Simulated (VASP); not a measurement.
Wanted: the native input for a VASP 6.6.1 run.

- Task: single point
- Functional: PBEsol
- Potentials or basis: VASP PAW PBE potentials, release 64 (Al)
- Cutoff: 500 eV
- k mesh: 18 × 18 × 20
- Occupations: gaussian, width 0.15 eV
- Spin: no spin polarisation
- Dipole correction: no
- Further INCAR settings: ALGO = Normal; EDIFF = 1e-06; NBANDS = 10

The structure of Al lies in POSCAR:

```
Al
1.0
    0.0000000000     -2.0239800000     -2.0239800000
   -2.0239800000      0.0000000000     -2.0239800000
    2.0239800000      2.0239800000     -4.0479600000
Al
2
Direct
    0.5187015953      0.5187015953      0.4438404394
   -0.0187015953     -0.0187015953      0.0561595606
```

This cell differs from its parent crystal: atoms displaced along a vibrational mode.

The input as run:

INCAR

```
SYSTEM = Al
  PREC = Accurate
  ENCUT = 500
  EDIFF = 1E-6
  ISMEAR = 0
  SIGMA = 0.15
  LREAL = .False.
  LASPH = .True.
  NELM = 120
  ALGO = Normal
  ISIF = 2
  LWAVE = .False.
  LCHARG = .False.
  GGA = PS
  NBANDS = 10
  GGA_COMPAT = .False.
```

KPOINTS

```
Automatic mesh
0
Gamma
  18 18 20
  0 0 0
```

Potentials or basis: VASP PAW PBE potentials, release 64 (Al).

Command:

```console
$ cat potpaw_PBE.64/Al/POTCAR > POTCAR
$ mpirun -np 1 vasp_std > vasp.out
```

Results of the run:

```yaml
Pressure: 9.5 GPa
Largest_force: 3.394 eV/Å
Band_gap_on_the_k_mesh: zero (bands 3 and 4 overlap by 5.63 eV)
```

Caveat: the cell differs from its parent crystal (atoms displaced along a vibrational mode); the cell stands under pressure; the PAW data sets were made with another functional, which shifts forces and pressure a little.

Wall time 13 min on 1 thread of Oxide Virtual Turin-like Processor (shared host), peak memory 0.47 GiB.
